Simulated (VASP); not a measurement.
# Sb (R-3m) in VASP: a series of runs

Sb is run at these levels: r2SCAN; tasks: single point, relaxation of shape and atoms at fixed volume.

Everything below comes from runs of VASP 6.6.1. Logs are shortened: lines on timing, memory, paths and dates and some standing lists are left out, and cuts for length are marked.

### Step 1. The cell of the first run

The structure is trigonal, space group R-3m (No. 166). The conventional cell has a = 4.313 Å, b = 4.313 Å, c = 11.250 Å, α = 90.00°, β = 90.00°, γ = 120.00°. Within 3.8 Å of Sb (site symmetry 3m) lie 6 Sb at 2.91 to 3.35 Å.

### Step 2. Single point, r2SCAN

Contents of POSCAR:

```
Sb
1.0
    2.1564921131      1.2450513020      3.7499488168
   -2.1564921131      1.2450513020      3.7499488168
    0.0000000000     -2.4901026040      3.7499488168
Sb
2
Direct
    0.2336185135      0.2336185135      0.2336185135
    0.7663814865      0.7663814865      0.7663814865
```

Contents of INCAR.step1:

```
SYSTEM = Sb
PREC     = Accurate       ! precision mode
ENCUT    = 520            ! plane-wave cutoff, eV
ISMEAR   = 0              ! smearing method
SIGMA    = 0.05           ! smearing width, eV
LREAL    = .False.        ! projectors in reciprocal space
LASPH    = .True.         ! aspherical terms in the spheres
NELM     = 60             ! most SCF steps
NBANDS   = 12             ! bands
GGA      = PE             ! functional
ALGO     = Normal         ! electronic algorithm
EDIFF    = 1E-4           ! SCF threshold, eV
LWAVE    = .True.         ! write WAVECAR
LCHARG   = .False.        ! write CHGCAR
```

Contents of INCAR.step2:

```
SYSTEM = Sb
PREC     = Accurate       ! precision mode
ENCUT    = 520            ! plane-wave cutoff, eV
EDIFF    = 1E-7           ! SCF threshold, eV
ISMEAR   = 0              ! smearing method
SIGMA    = 0.05           ! smearing width, eV
LREAL    = .False.        ! projectors in reciprocal space
LASPH    = .True.         ! aspherical terms in the spheres
NELM     = 60             ! most SCF steps
ALGO     = Normal         ! electronic algorithm
ISIF     = 2              ! what is computed and relaxed
LWAVE    = .False.        ! write WAVECAR
LCHARG   = .False.        ! write CHGCAR
METAGGA  = R2SCAN         ! meta-GGA
LMIXTAU  = .True.       
NBANDS   = 12             ! bands
ISTART   = 1
```

Contents of KPOINTS:

```
Automatic mesh
0
Gamma
  10 10 10
  0 0 0
```

Potentials or basis: VASP PAW PBE potentials, release 64 (Sb).

On the command line:

```console
> cat potpaw_PBE.64/Sb/POTCAR > POTCAR
> cp INCAR.step1 INCAR
> mpirun -np 1 vasp_std > vasp.out
> cp INCAR.step2 INCAR
> mpirun -np 1 vasp_std > vasp.out
```

OUTCAR:

```text
SYSTEM = Sb
   PREC = Accurate
   ENCUT = 520
   EDIFF = 1E-7
   ISMEAR = 0
   LREAL = .False.
   LASPH = .True.
   NELM = 60
   ISIF = 2
   METAGGA = R2SCAN
   ISTART = 1

 ion  position               nearest neighbor table
   1  0.234  0.234  0.234-   2 2.91   2 2.91   2 2.91   2 3.35   2 3.35   2 3.35
   2  0.766  0.766  0.766-   1 2.91   1 2.91   1 2.91   1 3.35   1 3.35   1 3.35

  LATTYP: Found a trigonal (rhomboedric) cell.
 ALAT       =     4.5014139009
 COS(alpha) =     0.5409839742

  Lattice vectors:

 A1 = (   2.1564921131,   1.2450513020,   3.7499488168)
 A2 = (  -2.1564921131,   1.2450513020,   3.7499488168)
 A3 = (   0.0000000000,  -2.4901026040,   3.7499488168)

Analysis of symmetry for initial positions (statically):
=====================================================================
 Subroutine PRICEL returns:
 Original cell was already a primitive cell.

 Routine SETGRP: Setting up the symmetry group for a
 trigonal (rhombohedral) supercell.

 Subroutine GETGRP returns: Found 12 space group operations
 (whereof 12 operations were pure point group operations)
 out of a pool of 12 trial point group operations.

The static configuration has the point symmetry D_3d.

Analysis of symmetry for dynamics (positions and initial velocities):
=====================================================================
 Subroutine PRICEL returns:
 Original cell was already a primitive cell.

 Routine SETGRP: Setting up the symmetry group for a
 trigonal (rhombohedral) supercell.

 Subroutine GETGRP returns: Found 12 space group operations
 (whereof 12 operations were pure point group operations)
 out of a pool of 12 trial point group operations.

The dynamic configuration has the point symmetry D_3d.

 Subroutine INISYM returns: Found 12 space group operations
 (whereof 12 operations are pure point group operations),
 and found     1 'primitive' translations

----------------------------------------------------------------------------------------

                                     Primitive cell

  volume of cell :      60.4104

  direct lattice vectors                    reciprocal lattice vectors
     2.156492113  1.245051302  3.749948817     0.231858024  0.133863293  0.088890102
    -2.156492113  1.245051302  3.749948817    -0.231858024  0.133863293  0.088890102
     0.000000000 -2.490102604  3.749948817     0.000000000 -0.267726585  0.088890102

  length of vectors
     4.501413901  4.501413901  4.501413901     0.282097456  0.282097456  0.282097456

  position of ions in fractional coordinates (direct lattice)
     0.233618513  0.233618513  0.233618513
     0.766381487  0.766381487  0.766381487

  ion indices of the primitive-cell ions
   primitive index   ion index
                 1           1
                 2           2

----------------------------------------------------------------------------------------

 KPOINTS: Automatic mesh

Automatic generation of k-mesh.
 Grid dimensions read from file:
 generate k-points for:   10   10   10

 Generating k-lattice:

  Cartesian coordinates                     Fractional coordinates (reciprocal lattice)
     0.023185802  0.013386329  0.008889010     0.100000000 -0.000000000  0.000000000
    -0.023185802  0.013386329  0.008889010    -0.000000000  0.100000000  0.000000000
     0.000000000 -0.026772659  0.008889010     0.000000000  0.000000000  0.100000000

  Length of vectors
     0.028209746  0.028209746  0.028209746

  Shift w.r.t. Gamma in fractional coordinates (k-lattice)
     0.000000000  0.000000000  0.000000000

 Subroutine IBZKPT returns following result:
 ===========================================

 Found    116 irreducible k-points:

 Following reciprocal coordinates:
            Coordinates               Weight
  0.000000  0.000000  0.000000      1.000000
  0.100000  0.000000  0.000000      6.000000
  0.200000  0.000000  0.000000      6.000000
  0.300000 -0.000000  0.000000      6.000000
  0.400000  0.000000 -0.000000      6.000000
  0.500000 -0.000000  0.000000      3.000000
[... 16 lines left out ...]
  0.300000  0.300000  0.000000      6.000000
  0.400000  0.300000  0.000000     12.000000
 [... further k-points ...]
   k-points           NKPTS =    116   k-points in BZ     NKDIM =    116   number of bands    NBANDS=     12
   number of dos      NEDOS =    301   number of ions     NIONS =      2
   total plane-waves  NPLWV =  46656
   dimension x,y,z NGX =    36 NGY =   36 NGZ =   36
   dimension x,y,z NGXF=    72 NGYF=   72 NGZF=   72
   ions per type =               2
   NGX,Y,Z   is equivalent  to a cutoff of  13.30, 13.30, 13.30 a.u.
   NGXF,Y,Z  is equivalent  to a cutoff of  26.59, 26.59, 26.59 a.u.
 SYSTEM =  Sb
   PREC   = accura    normal or accurate (medium, high low for compatibility)
   ISTART =      1    job   : 0-new  1-cont  2-samecut
   ICHARG =      0    charge: 1-file 2-atom 10-const
   ISPIN  =      1    spin polarized calculation?
   LNONCOLLINEAR =      F non collinear calculations
   LSORBIT =      F    spin-orbit coupling
   LASPH  =      T    aspherical Exc in radial PAW
   ENCUT  =  520.0 eV  38.22 Ry    6.18 a.u.   8.37  8.37  8.37*2*pi/ulx,y,z
   NELM   =     60;   NELMIN=  2; NELMDL=  0     # of ELM steps
   EDIFF  = 0.1E-06   stopping-criterion for ELM
   LREAL  =      F    real-space projection
   EDIFFG = 0.1E-05   stopping-criterion for IOM
   NSW    =      0    number of steps for IOM
   IBRION =     -1    ionic relax: 0-MD 1-quasi-New 2-CG
   NFREE  =      0    steps in history (QN), initial steepest desc. (CG)
   ISIF   =      2    stress and relaxation
   ISYM   =      2    0-nonsym 1-usesym 2-fastsym
   POTIM  = 0.5000    time-step for ionic-motion
   TEBEG  =    0.0;   TEEND  =   0.0 temperature during run
   PSTRESS=    0.0 pullay stress
   NELECT =      10.0000    total number of electrons
   NUPDOWN=      -1.0000    fix difference up-down
   EMIN   =  10.00;   EMAX   =-10.00  energy-range for DOS
   EFERMI =   0.00;   METHOD = LEGACY
   ISMEAR =     0;   SIGMA  =   0.05  broadening in eV -4-tet -1-fermi 0-gaus
   EFERMI_NEDOS =   21; number of points for ismear=-14 and -15
   IALGO  =     38    algorithm
   IMIX   =      4    mixing-type and parameters
     AMIX     =   0.40;   BMIX     =  1.00
     AMIX_MAG =   1.60;   BMIX_MAG =  1.00
  volume/ion in A,a.u.               =      30.21       203.83
  Fermi-wavevector in a.u.,A,eV,Ry     =   0.898885  1.698647 10.993436  0.807995
  Thomas-Fermi vector in A             =   2.021650
   LORBIT       =      0    0 simple, 1 ext, 2 COOP (PROOUT), +10 PAW based schemes
   METAGGA = R2SCAN    functional components
   LHFCALC =     F    Hartree Fock is set to
   AEXX    =    0.0000 exact exchange contribution
   IVDW    =     0    specifies the selected vdW correction
   LEPSILON=     F    determine dielectric tensor
   LRPA    =     F    only Hartree local field effects (RPA)
 non-spin polarized calculation
 Gauss-broadening in eV      SIGMA  =   0.05
  energy-cutoff  :      520.00
  volume of cell :       60.41
 maximum number of plane-waves:      1639
 NGX is ok and might be reduce to    36
   NGX = 17   NGY = 17   NGZ = 17

 number of electron      10.0000000 magnetization

 Free energy of the ion-electron system (eV)
  ---------------------------------------------------
  ext. energy  EPLUGINS =         0.00000000
  ---------------------------------------------------
  free energy    TOTEN  =       -51.38368711 eV

  energy without entropy =      -51.38341640  energy(sigma->0) =      -51.38355175

 E-fermi :   7.2750     XC(G=0):  -9.9967

 val. band max:        7.2715974953   @ k =   0.4000   0.3000   0.3000
 cond. band min:       7.3127055688   @ k =   0.5000   0.5000   0.5000
 fundamental gap:      0.0411080735
 Fermi energy:         7.2749708054

 k-point     1 :       0.0000    0.0000    0.0000
  band No.  band energies     occupation
      1      -6.0962      2.00000
      2       2.4608      2.00000
      3       4.9885      2.00000
      4       5.2210      2.00000
      5       5.2210      2.00000
      6       9.4042      0.00000
      7      10.0485      0.00000
      8      10.0485      0.00000
      9      12.6446      0.00000
     10      12.6446      0.00000
     11      12.8727      0.00000
     12      14.3610      0.00000

 k-point     2 :       0.1000    0.0000    0.0000
  band No.  band energies     occupation
      1      -5.9798      2.00000
      2       1.8786      2.00000
      3       5.0242      2.00000
      4       5.1961      2.00000
      5       5.4912      2.00000
      6       9.3493      0.00000
      7       9.7709      0.00000
      8       9.7721      0.00000
      9      12.2224      0.00000
     10      12.6381      0.00000
     11      12.6633      0.00000
     12      15.0706      0.00000

 k-point     3 :       0.2000    0.0000    0.0000
  band No.  band energies     occupation
      1      -5.6327      2.00000
      2       0.6664      2.00000
      3       5.0391      2.00000
      4       5.1437      2.00000
      5       5.9621      2.00000
      6       8.9239      0.00000
      7       9.1071      0.00000
      8       9.1350      0.00000
      9      12.2187      0.00000
     10      12.7835      0.00000
     11      13.1465      0.00000
     12      16.6167      0.00000
[... 286 lines left out ...]
 k-point    23 :       0.3000    0.3000    0.0000
  band No.  band energies     occupation
      1      -4.8315      2.00000
      2      -0.0926      2.00000
      3       3.1924      2.00000
      4       3.8212      2.00000
      5       4.3402      2.00000
      6       9.3672      0.00000
      7      10.7953      0.00000
      8      11.4946      0.00000
      9      12.2291      0.00000
     10      15.0629      0.00000
     11      15.5516      0.00000
     12      16.6319      0.00000

 k-point    24 :       0.4000    0.3000    0.0000
  band No.  band energies     occupation
      1      -4.3530      2.00000
      2      -0.6882      2.00000
      3       2.6490      2.00000
      4       3.6423      2.00000
      5       3.9830      2.00000
      6       9.5270      0.00000
      7      11.4046      0.00000
      8      11.7677      0.00000
      9      12.0756      0.00000
     10      16.1920      0.00000
     11      16.5794      0.00000
     12      17.1805      0.00000

 [... further k-points ...]

------------------------ aborting loop because EDIFF is reached ----------------------------------------

  FORCE on cell =-STRESS in cart. coord.  units (eV):
  Direction    XX          YY          ZZ          XY          YZ          ZX
  --------------------------------------------------------------------------------------
  -------------------------------------------------------------------------------------
  Total        0.6680922      0.6680922      0.6453607      0.0000000      0.0000000      0.0000000
  in kB       17.7188393     17.7188393     17.1159660      0.0000000      0.0000000      0.0000000
  external PRESSURE =      17.5178815 kB  Pullay stress =       0.0000000 kB

 VOLUME and BASIS-vectors are now :
 -----------------------------------------------------------------------------
  energy-cutoff  :      520.00
  volume of cell :       60.41
      direct lattice vectors                 reciprocal lattice vectors
     2.156492113  1.245051302  3.749948817     0.231858024  0.133863293  0.088890102
    -2.156492113  1.245051302  3.749948817    -0.231858024  0.133863293  0.088890102
     0.000000000 -2.490102604  3.749948817     0.000000000 -0.267726585  0.088890102

 POSITION                                       TOTAL-FORCE (eV/Angst)
 -----------------------------------------------------------------------------------
      0.00000      0.00000      2.62817         0.000000     -0.000000      0.060074
      0.00000      0.00000      8.62167         0.000000      0.000000     -0.060074
 -----------------------------------------------------------------------------------
    total drift:                               -0.000000      0.000000     -0.000000

  FREE ENERGIE OF THE ION-ELECTRON SYSTEM (eV)
  ---------------------------------------------------
  free  energy   TOTEN  =       -51.3836871059 eV

  energy  without entropy=      -51.3834163960  energy(sigma->0) =      -51.38355175
```

Wall time 2.1 min (1 thread of Intel Xeon 6975P-C (Granite Rapids), shared host); peak memory 0.25 GiB.

What came out:

- Free energy: -51.3837 eV
- Pressure: 1.8 GPa
- Largest force: 0.060 eV/Å
- Band gap on the k mesh: zero (band 5 reaches 7.27 eV, above the bottom of band 6 at 7.18 eV)

Forces in eV/Å, atoms in the order of the input:
```
Sb   0.000  0.000  0.060
Sb   0.000  0.000 -0.060
```

Caveat: the PAW data sets were made with another functional, which shifts forces and pressure a little; spin-orbit coupling is left out, which moves the levels of the heavy elements.

(Continued in part 2 of 2.)
